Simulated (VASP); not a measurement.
Input of a VASP 6.6.1 run:

INCAR

```
SYSTEM = Cs
PREC     = Accurate       ! precision mode
ENCUT    = 520            ! plane-wave cutoff, eV
EDIFF    = 1E-7           ! SCF threshold, eV
ISMEAR   = -1             ! smearing method
SIGMA    = 0.1            ! smearing width, eV
LREAL    = .FALSE.        ! projectors in reciprocal space
LASPH    = .TRUE.         ! aspherical terms in the spheres
NELM     = 60             ! most SCF steps
ALGO     = Normal         ! electronic algorithm
ISIF     = 2              ! what is computed and relaxed
LWAVE    = .FALSE.        ! write WAVECAR
LCHARG   = .FALSE.        ! write CHGCAR
NBANDS   = 46             ! bands
```

File KPOINTS:

```
regular mesh
0
G
  4 4 4
  0 0 0
```

File POSCAR:

```
Cs
1.0
    9.1885964890      0.0000000000      0.0000000000
    0.0000000000      9.1885964890      0.0000000000
    0.0000000000      0.0000000000      9.1885964890
Cs
8
Direct
    0.0000000000      0.0000000000      0.0000000000
    0.5000000000      0.5000000000      0.5000000000
    0.2500000000      0.0000000000      0.5000000000
    0.7500000000      0.0000000000      0.5000000000
    0.5000000000      0.2500000000      0.0000000000
    0.5000000000      0.7500000000      0.0000000000
    1.0000000000      0.5000000000      0.2500000000
    1.0000000000      0.5000000000      0.7500000000
```

Potentials or basis: VASP PAW LDA potentials, release 64 (Cs_sv).

The run is started by

```bash
$ cat potpaw_LDA.64/Cs_sv/POTCAR > POTCAR
$ mpirun -np 1 vasp_std > vasp.out
```

Q: Predict the band gap on the k mesh.

A: Zero (bands 36 and 37 overlap by 0.31 eV).

Q: What does it give for the pressure?

A: 0.0 GPa.

Caveat: spin-orbit coupling is left out, which moves the levels of the heavy elements.
